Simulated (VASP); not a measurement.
Set up this calculation in VASP 6.6.1, as the native input.

```
Task                   : single point
Functional             : PBE
Potentials or basis    : VASP PAW PBE potentials, release 64 (Cd, B, Co)
Cutoff                 : 520 eV
k mesh                 : 6 × 6 × 6
Occupations            : gaussian, width 0.1 eV
Spin                   : collinear spin, ferromagnetic start
Starting moments       : [0.0, 0.0, 2.0, 2.0, 2.0] μB
Dipole correction      : no
Further INCAR settings : ALGO = Normal; EDIFF = 1e-07; NBANDS = 33
```

The structure of CdCo3B lies in POSCAR:

```
CdCo3B
1.0
    3.8979916330      0.0000000000      0.0000000000
    0.0000000000      3.8979916330      0.0000000000
    0.0000000000      0.0000000000      3.8979916330
Cd B Co
1 1 3
Direct
    0.0000000000      0.0000000000      0.0000000000
    0.5000000000      0.5000000000      0.5000000000
    0.5000000000      0.5000000000      0.0000000000
    0.5000000000      0.0000000000      0.5000000000
    0.0000000000      0.5000000000      0.5000000000
```

One way to write it, as run:

INCAR

```
SYSTEM = CdCo3B
ALGO = Normal
EDIFF = 1E-7
ENCUT = 520
GGA = PE
ISIF = 2
ISMEAR = 0
ISPIN = 2
LASPH = .True.
LCHARG = .False.
LMAXMIX = 4
LORBIT = 11
LREAL = .False.
LWAVE = .False.
MAGMOM = 0 0 2 2 2
NBANDS = 33
NELM = 150
PREC = Accurate
SIGMA = 0.1
```

KPOINTS

```
k-points
0
Gamma
  6 6 6
  0 0 0
```

Potentials or basis: VASP PAW PBE potentials, release 64 (Cd, B, Co).

Command:

```sh
$ cat potpaw_PBE.64/Cd/POTCAR potpaw_PBE.64/B/POTCAR potpaw_PBE.64/Co/POTCAR > POTCAR
$ mpirun -np 1 vasp_std > vasp.out
```

Results of the run:

| Quantity | Value |
| --- | --- |
| Pressure | -1.0 GPa |
| Net moment | 2.08 μB per cell |
| Site moments | Cd -0.04; B -0.08; Co +0.76 μB |
| Valence electrons inside the program's atomic spheres | Cd 10.41; B 2.00; Co 8.30 |

Run time: 45 s on 1 thread of AMD EPYC 9R45 96-Core Processor (Zen 5), on a shared host, peak memory 0.19 GiB.
